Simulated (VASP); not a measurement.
# CdSeS4 (P4/mmm) in VASP: relaxation of cell and atoms with PBE

Aim: the relaxation of cell and atoms of CdSeS4 with PBE.

All numbers are computed with VASP 6.6.1; they aren't measurements. Logs are shortened: lines on timing, memory, paths and dates and some standing lists are left out, and cuts for length are marked.

### Step 1. The cell of the first run

The structure is tetragonal, space group P4/mmm (No. 123). Conventional cell: a = 4.974 Å, b = 4.974 Å, c = 7.098 Å, α = 90.00°, β = 90.00°, γ = 90.00°. Cd (site symmetry 4/mmm) has 8 S at 3.11 Å within 4.1 Å. Within 4.0 Å of Se (site symmetry 4/mmm) lie 8 S at 3.00 Å. S (site symmetry 2mm) has 2 Se at 3.00 Å and 2 Cd at 3.11 Å and 6 S at 3.37 to 3.73 Å within 4.0 Å.

The cell was generated, and may not be a known phase.

### Step 2. Relaxation of cell and atoms, PBE

Contents of INCAR:

```
SYSTEM = CdSeS4
PREC = Accurate
ENCUT = 600
EDIFF = 1E-6
ISMEAR = 0
SIGMA = 0.1
LREAL = .FALSE.
LASPH = .TRUE.
NELM = 80
ALGO = Normal
ISIF = 3
LWAVE = .FALSE.
LCHARG = .FALSE.
GGA = PE
IBRION = 2
NSW = 90
EDIFFG = -0.04
```

Contents of KPOINTS:

```
regular mesh
0
G
  4 4 4
  0 0 0
```

Contents of POSCAR:

```
CdSeS4
1.0
    4.9739298200      0.0000000000      0.0000000000
    0.0000000000      4.9739298200      0.0000000000
    0.0000000000      0.0000000000      7.0980482700
Cd Se S
1 1 4
Direct
    0.5000000000      0.5000000000      0.5000000000
    0.0000000000      0.0000000000      0.0000000000
    0.5000000000      0.0000000000      0.7628759100
    0.0000000000      0.5000000000      0.2371240900
    0.5000000000      0.0000000000      0.2371240900
    0.0000000000      0.5000000000      0.7628759100
```

Potentials or basis: VASP PAW PBE potentials, release 64 (Cd, Se, S).

Run with:

```sh
> cat potpaw_PBE.64/Cd/POTCAR potpaw_PBE.64/Se/POTCAR potpaw_PBE.64/S/POTCAR > POTCAR
> mpirun -np 1 vasp_std > vasp.out
```

OUTCAR:

```text
SYSTEM = CdSeS4
   PREC = Accurate
   ENCUT = 600
   EDIFF = 1E-6
   ISMEAR = 0
   LREAL = .FALSE.
   LASPH = .TRUE.
   NELM = 80
   ISIF = 3
   GGA = PE
   IBRION = 2
   NSW = 90
   EDIFFG = -0.04

 ion  position               nearest neighbor table
   1  0.500  0.500  0.500-   3 3.11   4 3.11   5 3.11   6 3.11   3 3.11   5 3.11   4 3.11   6 3.11

   2  0.000  0.000  0.000-
   3  0.500  0.000  0.763-   1 3.11   1 3.11
   4  0.000  0.500  0.237-   1 3.11   1 3.11
   5  0.500  0.000  0.237-   1 3.11   1 3.11
   6  0.000  0.500  0.763-   1 3.11   1 3.11

  LATTYP: Found a simple tetragonal cell.
 ALAT       =     4.9739298200
 C/A-ratio  =     1.4270503459

  Lattice vectors:

 A1 = (   4.9739298200,   0.0000000000,   0.0000000000)
 A2 = (   0.0000000000,   4.9739298200,   0.0000000000)
 A3 = (   0.0000000000,   0.0000000000,   7.0980482700)

Analysis of symmetry for initial positions (statically):
=====================================================================
 Subroutine PRICEL returns:
 Original cell was already a primitive cell.

 Routine SETGRP: Setting up the symmetry group for a
 simple tetragonal supercell.

 Subroutine GETGRP returns: Found 16 space group operations
 (whereof 16 operations were pure point group operations)
 out of a pool of 16 trial point group operations.

The static configuration has the point symmetry D_4h.

Analysis of symmetry for dynamics (positions and initial velocities):
=====================================================================
 Subroutine PRICEL returns:
 Original cell was already a primitive cell.

 Routine SETGRP: Setting up the symmetry group for a
 simple tetragonal supercell.

 Subroutine GETGRP returns: Found 16 space group operations
 (whereof 16 operations were pure point group operations)
 out of a pool of 16 trial point group operations.

The dynamic configuration has the point symmetry D_4h.

 Subroutine INISYM returns: Found 16 space group operations
 (whereof 16 operations are pure point group operations),
 and found     1 'primitive' translations

----------------------------------------------------------------------------------------

                                     Primitive cell

  volume of cell :     175.6056

  direct lattice vectors                    reciprocal lattice vectors
     4.973929820  0.000000000  0.000000000     0.201048273  0.000000000  0.000000000
     0.000000000  4.973929820  0.000000000     0.000000000  0.201048273  0.000000000
     0.000000000  0.000000000  7.098048270     0.000000000  0.000000000  0.140883798

  length of vectors
     4.973929820  4.973929820  7.098048270     0.201048273  0.201048273  0.140883798

  position of ions in fractional coordinates (direct lattice)
     0.500000000  0.500000000  0.500000000
     0.000000000  0.000000000  0.000000000
     0.500000000  0.000000000  0.762875910
     0.000000000  0.500000000  0.237124090
     0.500000000  0.000000000  0.237124090
     0.000000000  0.500000000  0.762875910

  ion indices of the primitive-cell ions
   primitive index   ion index
                 1           1
                 2           2
                 3           3
                 4           4
                 5           5
                 6           6

----------------------------------------------------------------------------------------

 KPOINTS: regular mesh

Automatic generation of k-mesh.
 Grid dimensions read from file:
 generate k-points for:    4    4    4

 Generating k-lattice:

  Cartesian coordinates                     Fractional coordinates (reciprocal lattice)
     0.050262068  0.000000000  0.000000000     0.250000000  0.000000000  0.000000000
     0.000000000  0.050262068  0.000000000     0.000000000  0.250000000  0.000000000
     0.000000000  0.000000000  0.035220950     0.000000000  0.000000000  0.250000000

  Length of vectors
     0.050262068  0.050262068  0.035220950

  Shift w.r.t. Gamma in fractional coordinates (k-lattice)
     0.000000000  0.000000000  0.000000000

 Subroutine IBZKPT returns following result:
 ===========================================

 Found     18 irreducible k-points:

 Following reciprocal coordinates:
            Coordinates               Weight
  0.000000  0.000000  0.000000      1.000000
  0.250000  0.000000  0.000000      4.000000
  0.500000  0.000000  0.000000      2.000000
  0.250000  0.250000  0.000000      4.000000
  0.500000  0.250000  0.000000      4.000000
  0.500000  0.500000  0.000000      1.000000
[... 10 lines left out ...]
  0.500000  0.250000  0.500000      4.000000
  0.500000  0.500000  0.500000      1.000000
   k-points           NKPTS =     18   k-points in BZ     NKDIM =     18   number of bands    NBANDS=     25
   number of dos      NEDOS =    301   number of ions     NIONS =      6
   total plane-waves  NPLWV =  96000
   dimension x,y,z NGX =    40 NGY =   40 NGZ =   60
   dimension x,y,z NGXF=    80 NGYF=   80 NGZF=  120
   ions per type =               1   1   4
   NGX,Y,Z   is equivalent  to a cutoff of  13.37, 13.37, 14.05 a.u.
   NGXF,Y,Z  is equivalent  to a cutoff of  26.74, 26.74, 28.11 a.u.
 SYSTEM =  CdSeS4
   PREC   = accura    normal or accurate (medium, high low for compatibility)
   ISTART =      0    job   : 0-new  1-cont  2-samecut
   ICHARG =      2    charge: 1-file 2-atom 10-const
   ISPIN  =      1    spin polarized calculation?
   LNONCOLLINEAR =      F non collinear calculations
   LSORBIT =      F    spin-orbit coupling
   LASPH  =      T    aspherical Exc in radial PAW
   ENCUT  =  600.0 eV  44.10 Ry    6.64 a.u.   9.93  9.93 14.18*2*pi/ulx,y,z
   NELM   =     80;   NELMIN=  2; NELMDL= -5     # of ELM steps
   EDIFF  = 0.1E-05   stopping-criterion for ELM
   LREAL  =      F    real-space projection
   EDIFFG = -.4E-01   stopping-criterion for IOM
   NSW    =     90    number of steps for IOM
   IBRION =      2    ionic relax: 0-MD 1-quasi-New 2-CG
   NFREE  =      1    steps in history (QN), initial steepest desc. (CG)
   ISIF   =      3    stress and relaxation
   ISYM   =      2    0-nonsym 1-usesym 2-fastsym
   POTIM  = 0.5000    time-step for ionic-motion
   TEBEG  =    0.0;   TEEND  =   0.0 temperature during run
   PSTRESS=    0.0 pullay stress
   NELECT =      42.0000    total number of electrons
   NUPDOWN=      -1.0000    fix difference up-down
   EMIN   =  10.00;   EMAX   =-10.00  energy-range for DOS
   EFERMI =   0.00;   METHOD = LEGACY
   ISMEAR =     0;   SIGMA  =   0.10  broadening in eV -4-tet -1-fermi 0-gaus
   EFERMI_NEDOS =   21; number of points for ismear=-14 and -15
   IALGO  =     38    algorithm
   IMIX   =      4    mixing-type and parameters
     AMIX     =   0.40;   BMIX     =  1.00
     AMIX_MAG =   1.60;   BMIX_MAG =  1.00
  volume/ion in A,a.u.               =      29.27       197.51
  Fermi-wavevector in a.u.,A,eV,Ry     =   1.016198  1.920337 14.050181  1.032659
  Thomas-Fermi vector in A             =   2.149528
   LORBIT       =      0    0 simple, 1 ext, 2 COOP (PROOUT), +10 PAW based schemes
   GGA     = PE    functional components
   LHFCALC =     F    Hartree Fock is set to
   AEXX    =    0.0000 exact exchange contribution
   IVDW    =     0    specifies the selected vdW correction
   LEPSILON=     F    determine dielectric tensor
   LRPA    =     F    only Hartree local field effects (RPA)
 conjugate gradient relaxation of ions
 non-spin polarized calculation
 Gauss-broadening in eV      SIGMA  =   0.10
  energy-cutoff  :      600.00
  volume of cell :      175.61
 maximum number of plane-waves:      5904
 NGX is ok and might be reduce to    40
   NGX = 19   NGY = 19   NGZ = 29

--------------------------------------- Ionic step        1  -------------------------------------------

 number of electron      42.0000010 magnetization

 Free energy of the ion-electron system (eV)
  ---------------------------------------------------
  ext. energy  EPLUGINS =         0.00000000
  ---------------------------------------------------
  free energy    TOTEN  =       -15.53444588 eV

  energy without entropy =      -15.50225777  energy(sigma->0) =      -15.51835183

------------------------ aborting loop because EDIFF is reached ----------------------------------------

  FORCE on cell =-STRESS in cart. coord.  units (eV):
  Direction    XX          YY          ZZ          XY          YZ          ZX
  --------------------------------------------------------------------------------------
  -------------------------------------------------------------------------------------
  Total      -10.8420129    -10.8420129    -10.8949211      0.0000000     -0.0000000      0.0000000
  in kB      -98.9195766    -98.9195766    -99.4022961      0.0000000     -0.0000000      0.0000000
  external PRESSURE =     -99.0804831 kB  Pullay stress =       0.0000000 kB
[... 101 lines left out ...]
  FREE ENERGIE OF THE ION-ELECTRON SYSTEM (eV)
  ---------------------------------------------------
  free  energy   TOTEN  =       -17.5453907245 eV

  energy  without entropy=      -17.5269303589  energy(sigma->0) =      -17.53616054

 E-fermi :   4.8146     XC(G=0): -10.1068

 val. band max:        4.7794201307   @ k =   0.5000   0.2500   0.0000
 cond. band min:       4.8524882586   @ k =   0.5000   0.5000   0.5000
 fundamental gap:      0.0730681279
 Fermi energy:         4.8146335780

 k-point     1 :       0.0000    0.0000    0.0000
  band No.  band energies     occupation
      1     -11.2034      2.00000
      2      -8.6482      2.00000
      3      -7.1178      2.00000
      4      -7.0356      2.00000
      5      -5.6737      2.00000
      6      -3.6323      2.00000
[... 493 lines left out ...]
     24       4.9220      0.12894
     25       6.4797      0.00000

 E-fermi :   5.0353     XC(G=0): -10.1753

 val. band max:        4.9628188894   @ k =   0.5000   0.0000   0.5000
 cond. band min:       5.0490251477   @ k =   0.0000   0.0000   0.0000
 fundamental gap:      0.0862062583
 Fermi energy:         5.0353104126

 k-point     1 :       0.0000    0.0000    0.0000
  band No.  band energies     occupation
      1     -11.1719      2.00000
      2      -9.0610      2.00000
      3      -6.9769      2.00000
      4      -6.3727      2.00000
      5      -5.1135      2.00000
      6      -3.5321      2.00000
[... 493 lines left out ...]
     24       4.7554      1.99992
     25       6.6495      0.00000

[... ionic steps 4 to 36 ...]

--------------------------------------- Ionic step       37  -------------------------------------------

 number of electron      41.9999995 magnetization

------------------------ aborting loop because EDIFF is reached ----------------------------------------
[... 75 lines left out ...]
--------------------------------------- Ionic step       39  -------------------------------------------

 number of electron      41.9999995 magnetization

 Free energy of the ion-electron system (eV)
  ---------------------------------------------------
  ext. energy  EPLUGINS =         0.00000000
  ---------------------------------------------------
  free energy    TOTEN  =       -18.80246406 eV

  energy without entropy =      -18.78472479  energy(sigma->0) =      -18.79359443

 E-fermi :   4.3260     XC(G=0):  -9.6755

 val. band max:        4.3221456004   @ k =   0.0000   0.0000   0.2500
 cond. band min:       4.3318297518   @ k =   0.2500   0.2500   0.0000
 fundamental gap:      0.0096841514
 Fermi energy:         4.3259781467

 k-point     1 :       0.0000    0.0000    0.0000
  band No.  band energies     occupation
      1     -12.0470      2.00000
      2     -10.2606      2.00000
      3      -7.8204      2.00000
      4      -7.0334      2.00000
      5      -6.0706      2.00000
      6      -4.3213      2.00000
[... 526 lines left out ...]
  FREE ENERGIE OF THE ION-ELECTRON SYSTEM (eV)
  ---------------------------------------------------
  free  energy   TOTEN  =       -18.8024640631 eV

  energy  without entropy=      -18.7847247909  energy(sigma->0) =      -18.79359443

 reached required accuracy - stopping structural energy minimisation
```

It took 19 min on 1 thread of Intel Xeon 6975P-C (Granite Rapids), shared host; peak memory 0.38 GiB.

Results:

```yaml
Free_energy: -18.8025 eV
Relaxed_volume: 21.46 Å³/atom
Relaxed_cell: a = 5.044 Å, b = 5.044 Å, c = 5.061 Å, α = 90.00°, β = 90.00°, γ = 90.00°
Space_group_after_relaxing_to_0.1_Å: P4/mmm (No. 123)
Energy_gained_by_relaxing: 544.7 meV/atom
Ionic_steps: 39
Pressure_after_relaxing: 0.0 GPa
Largest_force_after_relaxing: 0.016 eV/Å
Band_gap_on_the_k_mesh: zero (bands 21 and 22 overlap by 1.02 eV)
```

Forces in eV/Å, atoms in the order of the input:
```
Cd   0.000  0.000  0.000
Se   0.000  0.000  0.000
S    0.000  0.000  0.016
S    0.000  0.000 -0.016
S    0.000  0.000 -0.016
S    0.000  0.000  0.016
```

The path:
```tsv
step	energy change (eV)	largest force (eV/Å)	pressure (GPa)	volume (Å³)
1	0.0000	0.0842	-9.91	175.61
2	-1.9635	0.0030	-2.59	133.51
3	-2.0109	0.0217	-0.22	128.22
4	-2.0108	0.0256	0.24	127.37
5	-2.0125	0.0132	-0.07	127.97
6	-2.0133	0.0012	-0.45	128.71
7	-2.0140	0.0008	-0.48	128.77
8	-2.0162	0.0067	-0.58	128.96
9	-2.0202	0.0149	-0.77	129.33
10	-2.0239	0.0344	-1.11	130.05
11	-2.0266	0.0362	-1.01	129.83
12	-2.0340	0.0384	-0.70	129.18
13	-2.0499	0.0328	-0.02	127.83
14	-2.1346	0.0536	1.56	124.98
15	-2.5763	0.3819	4.98	118.68
16	-0.5560	1.1811	23.18	103.52
17	-2.7099	0.5643	6.18	116.60
18	-2.4477	0.8651	12.70	109.76
19	-2.7688	0.7832	7.51	114.74
20	-2.7663	0.8722	8.40	113.68
21	-2.7706	0.8471	8.06	114.06
22	-2.9290	0.8296	5.79	116.78
23	-3.1695	0.5572	0.30	125.18
24	-3.1800	0.4935	-0.73	127.23
25	-3.1802	0.4840	-0.88	127.54
26	-3.1960	0.3877	-0.66	127.19
27	-3.2174	0.1512	0.15	126.17
28	-3.2180	0.1348	0.29	126.01
29	-3.2289	0.1359	0.24	126.16
30	-3.2482	0.1726	0.20	126.58
31	-3.2353	0.0721	0.60	127.35
32	-3.2523	0.1852	0.28	126.81
33	-3.2614	0.1186	0.30	127.34
34	-3.2643	0.0177	0.36	127.71
35	-3.2645	0.0072	0.39	127.83
36	-3.2669	0.0159	0.12	128.38
37	-3.2676	0.0419	-0.17	128.98
38	-3.2676	0.0382	-0.14	128.89
39	-3.2680	0.0164	0.01	128.73
```

Final structure:
```cif
data_structure
_symmetry_space_group_name_H-M 'P 1'
_symmetry_Int_Tables_number 1
_cell_length_a 5.0436
_cell_length_b 5.0436
_cell_length_c 5.0607
_cell_angle_alpha 90.000
_cell_angle_beta 90.000
_cell_angle_gamma 90.000
_cell_volume 128.73
loop_
_atom_site_label
_atom_site_type_symbol
_atom_site_fract_x
_atom_site_fract_y
_atom_site_fract_z
_atom_site_occupancy
Cd1 Cd 0.50000 0.50000 0.50000 1
Se1 Se 0.00000 0.00000 0.00000 1
S1 S 0.50000 0.00000 0.78392 1
S2 S 0.00000 0.50000 0.21608 1
S3 S 0.50000 0.00000 0.21608 1
S4 S 0.00000 0.50000 0.78392 1
```

Caveat: the volume moved by over 15 % at a fixed basis, so the end points are rough.
